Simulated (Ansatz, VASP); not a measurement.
# SnO2: VASP beside Ansatz

```
Sn O
1.0
    -3.20056    3.36552    3.36553
     3.20056   -3.36552    3.36553
     3.20056    3.36552   -3.36553
Sn O
4 8
Direct
  0.99997 0.24997 0.75000
  0.00003 0.75003 0.25000
  0.50000 0.50000 0.50000
  0.50000 0.00000 0.00000
  0.19410 0.19413 0.50003
  0.69414 0.75004 0.94410
  0.19410 0.69407 0.99997
  0.30594 0.75004 0.55590
  0.69406 0.24996 0.44410
  0.30586 0.24996 0.05590
  0.80590 0.30593 0.00003
  0.80590 0.80587 0.49997
```

Alike in both runs: task single point; functional r2SCAN; k mesh 6 × 6 × 6; occupations gaussian, width 0.02 eV; no spin polarisation.

|  | VASP | Ansatz |
| --- | --- | --- |
| version | VASP 6.6.1 | Ansatz 0.2.0 |
| potentials or method | VASP PAW PBE potentials, release 64 (Sn_d, O), cutoff 660 eV | scalar-relativistic, plane waves, PAW |
| valence electrons in the cell | 104 | 104 |

VASP gave:

```
gap on the k mesh at the Fermi level (eV)                     : 1.80
least direct gap on the mesh (eV)                             : 1.80
pressure (GPa)                                                : 0.9
traceless stress, the component that is largest in VASP (GPa) : 0.35
rms of the force components (eV/Å)                            : 0.013
```

**Question.** What did Ansatz give for the same quantities?

**Answer.** gap on the k mesh at the Fermi level (eV): 1.77; least direct gap on the mesh (eV): 1.77; pressure (GPa): 0.0; traceless stress, the component that is largest in VASP (GPa): 0.00; rms of the force components (eV/Å): 0.000.

VASP's potentials were made for PBE, not for r2SCAN. Atom by atom the forces differ by 0.014 eV/Å (rms over components).
